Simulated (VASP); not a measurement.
# HCl in VASP: further runs, part 3 of 3

VASP 6.6.1.

## (5) Single point, PBE

INCAR reads:

```
PREC     = Accurate       # precision mode
ENCUT    = 520            # plane-wave cutoff, eV
EDIFF    = 1E-7           # SCF threshold, eV
ISMEAR   = -1             # smearing method
SIGMA    = 0.02           # smearing width, eV
LREAL    = False          # projectors in reciprocal space
LASPH    = True           # aspherical terms in the spheres
NELM     = 80             # most SCF steps
ALGO     = Normal         # electronic algorithm
ISIF     = 2              # what is computed and relaxed
LWAVE    = False          # write WAVECAR
LCHARG   = True           # write CHGCAR
GGA      = PE             # functional
LELF     = True           # ELF
LVHAR    = True         
NBANDS   = 36             # bands
```

KPOINTS reads:

```
regular mesh
0
Gamma
  1 1 1
```

POSCAR reads:

```
HCl
1.0
    6.7386640000      0.0000000000      0.0000000000
    0.0000000000      6.7386640000      0.0000000000
    0.0000000000      0.0000000000      6.7386640000
Cl H
6 6
Direct
    0.8092553658      0.0163088707      0.4265237145
    0.7538883078      0.3143649839      0.9225270766
    0.2161407662      0.2476158479      0.6404533599
    0.3103285755      0.7550012881      0.9771373079
    0.5673082973      0.6261330139      0.4131679514
    0.1072616174      0.3911012628      0.2248220122
    0.9149142916      0.1481599320      0.3346805836
    0.6624458498      0.4093541390      1.0715922325
    0.2576475100      0.1369114115      0.4891474037
    0.2401366206      0.9423678047      0.9391624215
    0.6612289914      0.7750052533      0.3287150094
    0.0584982424      0.4083153575      0.0461070622
```

Potentials or basis: VASP PAW PBE potentials, release 64 (Cl, H).

Started as:

```bash
$ cat potpaw_PBE.64/Cl/POTCAR potpaw_PBE.64/H/POTCAR > POTCAR
$ mpirun -np 1 vasp_gam > vasp.out
```

OUTCAR:

```text
PREC = Accurate
   ENCUT = 520
   EDIFF = 1E-7
   ISMEAR = -1
   LREAL = False
   LASPH = True
   NELM = 80
   ISIF = 2
   GGA = PE

 ion  position               nearest neighbor table
   1  0.809  0.016  0.427-   7 1.30
   2  0.754  0.314  0.923-   8 1.34
   3  0.216  0.248  0.640-   9 1.29
   4  0.310  0.755  0.977-  10 1.37
   5  0.567  0.626  0.413-  11 1.32
   6  0.107  0.391  0.225-  12 1.25
   7  0.915  0.148  0.335-   1 1.30
   8  0.662  0.409  0.072-   2 1.34
   9  0.258  0.137  0.489-   3 1.29
  10  0.240  0.942  0.939-   4 1.37
  11  0.661  0.775  0.329-   5 1.32
  12  0.058  0.408  0.046-   6 1.25

  LATTYP: Found a simple cubic cell.
 ALAT       =     6.7386640000

  Lattice vectors:

 A1 = (   6.7386640000,   0.0000000000,   0.0000000000)
 A2 = (   0.0000000000,   6.7386640000,   0.0000000000)
 A3 = (   0.0000000000,   0.0000000000,   6.7386640000)

Analysis of symmetry for initial positions (statically):
=====================================================================
 Subroutine PRICEL returns:
 Original cell was already a primitive cell.

 Routine SETGRP: Setting up the symmetry group for a
 simple cubic supercell.

 Subroutine GETGRP returns: Found  1 space group operations
 (whereof  1 operations were pure point group operations)
 out of a pool of 48 trial point group operations.

The static configuration has the point symmetry C_1 .

Analysis of symmetry for dynamics (positions and initial velocities):
=====================================================================
 Subroutine PRICEL returns:
 Original cell was already a primitive cell.

 Routine SETGRP: Setting up the symmetry group for a
 simple cubic supercell.

 Subroutine GETGRP returns: Found  1 space group operations
 (whereof  1 operations were pure point group operations)
 out of a pool of 48 trial point group operations.

The dynamic configuration has the point symmetry C_1 .

 Subroutine INISYM returns: Found  1 space group operations
 (whereof  1 operations are pure point group operations),
 and found     1 'primitive' translations

----------------------------------------------------------------------------------------

                                     Primitive cell

  volume of cell :     306.0000

  direct lattice vectors                    reciprocal lattice vectors
     6.738664000  0.000000000  0.000000000     0.148397368  0.000000000  0.000000000
     0.000000000  6.738664000  0.000000000     0.000000000  0.148397368  0.000000000
     0.000000000  0.000000000  6.738664000     0.000000000  0.000000000  0.148397368

  length of vectors
     6.738664000  6.738664000  6.738664000     0.148397368  0.148397368  0.148397368

  position of ions in fractional coordinates (direct lattice)
     0.809255366  0.016308871  0.426523715
     0.753888308  0.314364984  0.922527077
     0.216140766  0.247615848  0.640453360
     0.310328576  0.755001288  0.977137308
     0.567308297  0.626133014  0.413167951
     0.107261617  0.391101263  0.224822012
     0.914914292  0.148159932  0.334680584
     0.662445850  0.409354139  0.071592233
     0.257647510  0.136911412  0.489147404
     0.240136621  0.942367805  0.939162422
     0.661228991  0.775005253  0.328715009
     0.058498242  0.408315358  0.046107062

  ion indices of the primitive-cell ions
   primitive index   ion index
                 1           1
                 2           2
                 3           3
                 4           4
                 5           5
                 6           6
                 7           7
                 8           8
                 9           9
                10          10
                11          11
                12          12

----------------------------------------------------------------------------------------

 KPOINTS: regular mesh

Automatic generation of k-mesh.
 Grid dimensions read from file:
 generate k-points for:    1    1    1

 Generating k-lattice:

  Cartesian coordinates                     Fractional coordinates (reciprocal lattice)
     0.148397368  0.000000000  0.000000000     1.000000000  0.000000000  0.000000000
     0.000000000  0.148397368  0.000000000     0.000000000  1.000000000  0.000000000
     0.000000000  0.000000000  0.148397368     0.000000000  0.000000000  1.000000000

  Length of vectors
     0.148397368  0.148397368  0.148397368

  Shift w.r.t. Gamma in fractional coordinates (k-lattice)
     0.000000000  0.000000000  0.000000000

 Subroutine IBZKPT returns following result:
 ===========================================

 Found      1 irreducible k-points:

 Following reciprocal coordinates:
            Coordinates               Weight
  0.000000  0.000000  0.000000      1.000000
   k-points           NKPTS =      1   k-points in BZ     NKDIM =      1   number of bands    NBANDS=     36
   number of dos      NEDOS =    301   number of ions     NIONS =     12
   total plane-waves  NPLWV = 125000
   dimension x,y,z NGX =    50 NGY =   50 NGZ =   50
   dimension x,y,z NGXF=   100 NGYF=  100 NGZF=  100
   ions per type =               6   6
   NGX,Y,Z   is equivalent  to a cutoff of  12.34, 12.34, 12.34 a.u.
   NGXF,Y,Z  is equivalent  to a cutoff of  24.67, 24.67, 24.67 a.u.
 SYSTEM =  unknown system
   PREC   = accura    normal or accurate (medium, high low for compatibility)
   ISTART =      0    job   : 0-new  1-cont  2-samecut
   ICHARG =      2    charge: 1-file 2-atom 10-const
   ISPIN  =      1    spin polarized calculation?
   LNONCOLLINEAR =      F non collinear calculations
   LSORBIT =      F    spin-orbit coupling
   LASPH  =      T    aspherical Exc in radial PAW
   ENCUT  =  520.0 eV  38.22 Ry    6.18 a.u.  12.53 12.53 12.53*2*pi/ulx,y,z
   NELM   =     80;   NELMIN=  2; NELMDL= -5     # of ELM steps
   EDIFF  = 0.1E-06   stopping-criterion for ELM
   LREAL  =      F    real-space projection
   EDIFFG = 0.1E-05   stopping-criterion for IOM
   NSW    =      0    number of steps for IOM
   IBRION =     -1    ionic relax: 0-MD 1-quasi-New 2-CG
   NFREE  =      0    steps in history (QN), initial steepest desc. (CG)
   ISIF   =      2    stress and relaxation
   ISYM   =      2    0-nonsym 1-usesym 2-fastsym
   POTIM  = 0.5000    time-step for ionic-motion
   TEBEG  =    0.0;   TEEND  =   0.0 temperature during run
   PSTRESS=    0.0 pullay stress
   NELECT =      48.0000    total number of electrons
   NUPDOWN=      -1.0000    fix difference up-down
   EMIN   =  10.00;   EMAX   =-10.00  energy-range for DOS
   EFERMI =   0.00;   METHOD = LEGACY
   ISMEAR =    -1;   SIGMA  =   0.02  broadening in eV -4-tet -1-fermi 0-gaus
   EFERMI_NEDOS =   21; number of points for ismear=-14 and -15
   IALGO  =     38    algorithm
   IMIX   =      4    mixing-type and parameters
     AMIX     =   0.40;   BMIX     =  1.00
     AMIX_MAG =   1.60;   BMIX_MAG =  1.00
  volume/ion in A,a.u.               =      25.50       172.08
  Fermi-wavevector in a.u.,A,eV,Ry     =   0.882907  1.668452 10.606069  0.779524
  Thomas-Fermi vector in A             =   2.003601
   LORBIT       =      0    0 simple, 1 ext, 2 COOP (PROOUT), +10 PAW based schemes
   GGA     = PE    functional components
   LHFCALC =     F    Hartree Fock is set to
   AEXX    =    0.0000 exact exchange contribution
   IVDW    =     0    specifies the selected vdW correction
   LEPSILON=     F    determine dielectric tensor
   LRPA    =     F    only Hartree local field effects (RPA)
 non-spin polarized calculation
  energy-cutoff  :      520.00
  volume of cell :      306.00
 maximum number of plane-waves:      4109
 NGX is ok and might be reduce to    50
   NGX = 25   NGY = 25   NGZ = 25

 number of electron      47.9999995 magnetization

 Free energy of the ion-electron system (eV)
  ---------------------------------------------------
  ext. energy  EPLUGINS =         0.00000000
  ---------------------------------------------------
  free energy    TOTEN  =       -36.32526515 eV

  energy without entropy =      -36.32526515  energy(sigma->0) =      -36.32526515

 E-fermi :  -2.9351     XC(G=0):  -6.0719

 val. band max:       -3.4346368818   @ k =   0.0000   0.0000   0.0000
 cond. band min:       1.5508097694   @ k =   0.0000   0.0000   0.0000
 fundamental gap:      4.9854466512
 Fermi energy:        -2.9350665686

 k-point     1 :       0.0000    0.0000    0.0000
  band No.  band energies     occupation
      1     -18.0200      2.00000
      2     -17.5266      2.00000
      3     -17.4610      2.00000
      4     -17.1725      2.00000
      5     -16.9010      2.00000
      6     -16.7683      2.00000
[... 28 lines left out ...]
     35       6.2088      0.00000
     36       6.4134      0.00000

------------------------ aborting loop because EDIFF is reached ----------------------------------------

  FORCE on cell =-STRESS in cart. coord.  units (eV):
  Direction    XX          YY          ZZ          XY          YZ          ZX
  --------------------------------------------------------------------------------------
  -------------------------------------------------------------------------------------
  Total        2.2645639     -0.5236771      2.5153988      2.7308064     -0.8761094      2.4959183
  in kB       11.8569711     -2.7419073     13.1703106     14.2981577     -4.5871985     13.0683133
  external PRESSURE =       7.4284582 kB  Pullay stress =       0.0000000 kB

 VOLUME and BASIS-vectors are now :
 -----------------------------------------------------------------------------
  energy-cutoff  :      520.00
  volume of cell :      306.00
      direct lattice vectors                 reciprocal lattice vectors
     6.738664000  0.000000000  0.000000000     0.148397368  0.000000000  0.000000000
     0.000000000  6.738664000  0.000000000     0.000000000  0.148397368  0.000000000
     0.000000000  0.000000000  6.738664000     0.000000000  0.000000000  0.148397368

 POSITION                                       TOTAL-FORCE (eV/Angst)
 -----------------------------------------------------------------------------------
      5.45330      0.10990      2.87420         0.082932      0.214363      0.238499
      5.08020      2.11840      6.21660        -0.993202      0.498550      0.525747
      1.45650      1.66860      4.31580         0.331222     -0.265560      0.254352
      2.09120      5.08770      6.58460        -0.670614      2.063552     -0.469640
      3.82290      4.21930      2.78420         0.032927     -0.175890     -0.203703
      0.72280      2.63550      1.51500         0.570377     -0.003093      1.216798
      6.16530      0.99840      2.25530         0.075972      0.240890     -0.218025
      4.46400      2.75850      0.48244         0.555657     -0.515718     -0.790001
      1.73620      0.92260      3.29620         0.027370      0.034513      0.249790
      1.61820      6.35030      6.32870         0.720952     -1.794408      0.204551
      4.45580      5.22250      2.21510        -0.259671     -0.437981      0.113058
      0.39420      2.75150      0.31070        -0.473922      0.140783     -1.121426
 -----------------------------------------------------------------------------------
    total drift:                                0.000293      0.000042      0.000064

  FREE ENERGIE OF THE ION-ELECTRON SYSTEM (eV)
  ---------------------------------------------------
  free  energy   TOTEN  =       -36.3252651545 eV

  energy  without entropy=      -36.3252651545  energy(sigma->0) =      -36.32526515
```

Wall time 13 s (1 thread of Intel Xeon 6975P-C (Granite Rapids), shared host); peak memory 0.31 GiB.

What came out:

* Free energy: -36.3253 eV
* Pressure: 0.7 GPa
* Largest force: 2.220 eV/Å
* Band gap on the k mesh: 4.99 eV

Forces in eV/Å, atoms in the order of the input:
```
Cl   0.083  0.214  0.238
Cl  -0.993  0.499  0.526
Cl   0.331 -0.266  0.254
Cl  -0.671  2.064 -0.470
Cl   0.033 -0.176 -0.204
Cl   0.570 -0.003  1.217
H    0.076  0.241 -0.218
H    0.556 -0.516 -0.790
H    0.027  0.035  0.250
H    0.721 -1.794  0.205
H   -0.260 -0.438  0.113
H   -0.474  0.141 -1.121
```

Stress tensor (GPa, compression positive):
```
 1.19  1.43  1.31
 1.43 -0.27 -0.46
 1.31 -0.46  1.32
```

Caveat: the k points lie up to 0.93 Å⁻¹ apart.

## (6) Single point, PBE

INCAR reads:

```
SYSTEM = HCl
  PREC = Accurate
  ENCUT = 910
  EDIFF = 1E-6
  ISMEAR = -1
  SIGMA = 0.02
  LREAL = .False.
  LASPH = .True.
  NELM = 120
  ALGO = Normal
  ISIF = 2
  LWAVE = .False.
  LCHARG = .False.
  GGA = PE
  NBANDS = 36
  GGA_COMPAT = .False.
```

KPOINTS reads:

```
Automatic mesh
0
Gamma
  1 1 1
  0 0 0
```

POSCAR reads:

```
HCl
1.0
    6.7386640000      0.0000000000      0.0000000000
    0.0000000000      6.7386640000      0.0000000000
    0.0000000000      0.0000000000      6.7386640000
Cl H
6 6
Direct
    0.7086294096      0.0755454598      0.2702715438
    0.7673353509      0.3620564937      0.8251158875
    0.2439239406      0.1608312162      0.6436465375
    0.3110144295      0.7620698970      0.9305726029
    0.5475305695      0.6384067768      0.4732807447
    0.1191581634      0.3745539294      0.1995765021
    0.7207898333      0.1817508675      0.1056408081
    0.9397811089      0.2881636702      0.7711441265
    0.2435033625      0.2668132568      0.4808638391
    0.3937317012      0.7065090201      0.7633769992
    0.5078110325      0.7997055275      0.3747475459
    0.2296886982      0.5014417850      0.1009037627
```

Potentials or basis: VASP PAW PBE potentials, release 64 (Cl, H_h).

Started as:

```bash
$ cat potpaw_PBE.64/Cl/POTCAR potpaw_PBE.64/H_h/POTCAR > POTCAR
$ mpirun -np 1 vasp_gam > vasp.out
```

Run time: 72 s. Hardware: 1 thread of AMD EPYC 7R43 (Zen 3), shared host; peak memory 0.62 GiB.

It converged, with:

| Property | Result |
| --- | --- |
| Free energy | -37.0640 eV |
| Pressure | 0.3 GPa |
| Largest force | 0.478 eV/Å |
| Band gap on the k mesh | 5.61 eV |

Forces on the atoms (eV/Å):
```
Cl   0.114  0.285 -0.367
Cl   0.268 -0.157 -0.072
Cl  -0.008  0.063 -0.084
Cl   0.051  0.005 -0.054
Cl  -0.072  0.139 -0.077
Cl   0.099  0.138 -0.075
H   -0.074 -0.272  0.325
H   -0.253  0.112  0.070
H   -0.026 -0.051  0.071
H   -0.019  0.029  0.066
H    0.056 -0.170  0.085
H   -0.135 -0.121  0.113
```

Stress tensor (GPa, compression positive):
```
 0.29  0.21  0.51
 0.21  0.48 -0.17
 0.51 -0.17  0.20
```

Levels at points of the mesh, in eV from the valence-band top:
```tsv
k point	band 20	band 21	band 22	band 23	band 24	band 25	band 26	band 27	band 28	band 29
(0.00, 0.00, 0.00)	-0.49	-0.44	-0.29	-0.23	0.00	5.61	7.15	7.22	7.42	7.61
```

Caveat: the k points lie up to 0.93 Å⁻¹ apart.

## (7) Single point, PBE

INCAR reads:

```
SYSTEM = HCl
  PREC = Accurate
  ENCUT = 910
  EDIFF = 1E-6
  ISMEAR = -1
  SIGMA = 0.02
  LREAL = .FALSE.
  LASPH = .TRUE.
  NELM = 120
  ALGO = Normal
  ISIF = 2
  LWAVE = .FALSE.
  LCHARG = .FALSE.
  GGA = PE
  NBANDS = 36
  GGA_COMPAT = .FALSE.
```

KPOINTS reads:

```
regular mesh
0
G
  1 1 1
  0 0 0
```

POSCAR reads:

```
HCl
1.0
    6.7386640000      0.0000000000      0.0000000000
    0.0000000000      6.7386640000      0.0000000000
    0.0000000000      0.0000000000      6.7386640000
Cl H
6 6
Direct
    0.7468839521      0.0798526236      0.3191878984
    0.7596609654      0.3558717277      0.8068958476
    0.2217650264      0.1570340946      0.6575338969
    0.3104918126      0.7728386517      0.9557829267
    0.5623963444      0.6165020247      0.4778988832
    0.1243421545      0.3873913286      0.2406263319
    0.8611499253      0.2328799893      0.2480313605
    0.8254009994      0.4369263700      0.6459292228
    0.3647162108      0.2205184885      0.5495302927
    0.2462209126      0.6845125384      0.8070887642
    0.6384203160      0.7525972507      0.3781610123
    0.1921894310      0.5071628441      0.1113573848
```

Started as:

```bash
$ cat potpaw_PBE.64/Cl/POTCAR potpaw_PBE.64/H_h/POTCAR > POTCAR
$ mpirun -np 1 vasp_gam > vasp.out
```

Run time: 30 s. Hardware: 1 thread of AMD EPYC 9R45 (Zen 5), shared host; peak memory 0.61 GiB.

The run converged. Its results:

```
Free energy            : -36.4348 eV
Pressure               : 1.6 GPa
Largest force          : 1.520 eV/Å
Band gap on the k mesh : 5.07 eV
```

Forces on the atoms (eV/Å):
```
Cl   0.591  1.076 -0.537
Cl   0.172 -0.103  0.262
Cl  -0.040  0.030  0.104
Cl   0.515  0.509  1.337
Cl  -0.689 -0.759  0.505
Cl  -0.181 -0.523  0.632
H   -0.747 -1.163  0.385
H   -0.085 -0.106  0.209
H    0.190 -0.033 -0.116
H   -0.454 -0.638 -1.282
H    0.529  1.012 -0.843
H    0.201  0.698 -0.655
```

Stress tensor (GPa, compression positive):
```
 0.83  0.07  0.48
 0.07  1.60 -0.83
 0.48 -0.83  2.44
```

Levels at points of the mesh, in eV from the valence-band top:
```csv
k point,band 21,band 22,band 23,band 24,band 25,band 26,band 27,band 28
"(0.00, 0.00, 0.00)",-0.64,-0.54,-0.37,0.00,5.07,6.35,6.64,7.06
```

Caveat: the k points lie up to 0.93 Å⁻¹ apart.
